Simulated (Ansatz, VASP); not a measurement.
# One calculation of K3TaO3, two programs

```
K Ta O
1.0
     4.02788    2.32549    3.30187
    -4.02788    2.32549    3.30187
     0.00000   -4.65099    3.30187
K Ta O
3 1 3
Direct
  0.76001 0.27043 0.76001
  0.76001 0.76001 0.27043
  0.27043 0.76001 0.76001
  0.29410 0.29410 0.29410
  0.45893 0.06637 0.45893
  0.45893 0.45893 0.06637
  0.06637 0.45893 0.45893
```

Alike in both runs: functional PBE; k mesh 6 × 6 × 6; occupations gaussian, width 0.02 eV; no spin polarisation.

Ansatz relaxed the structure, and its values are those at the end. VASP's run is a single point on that final structure, the one shown.

|  | VASP | Ansatz |
| --- | --- | --- |
| version | VASP 6.6.1 | Ansatz 0.2.0 |
| potentials or method | VASP PAW PBE potentials, release 64 (K_sv, Ta_sv_GW, O), cutoff 700 eV | scalar-relativistic, plane waves, PAW |
| valence electrons in the cell | 58 | 58 |

```csv
,VASP,Ansatz,Ansatz less VASP
gap on the k mesh at the Fermi level (eV),1.19,1.19,-0.006
least direct gap on the mesh (eV),1.42,1.42,-0.004
pressure (GPa),0.1,0.0,-0.14
rms of the force components (eV/Å),0.039,0.001,-0.0385
```

The functional is the same, so the differences come from potentials, cutoffs and numerics.

Spin-orbit coupling is off throughout.
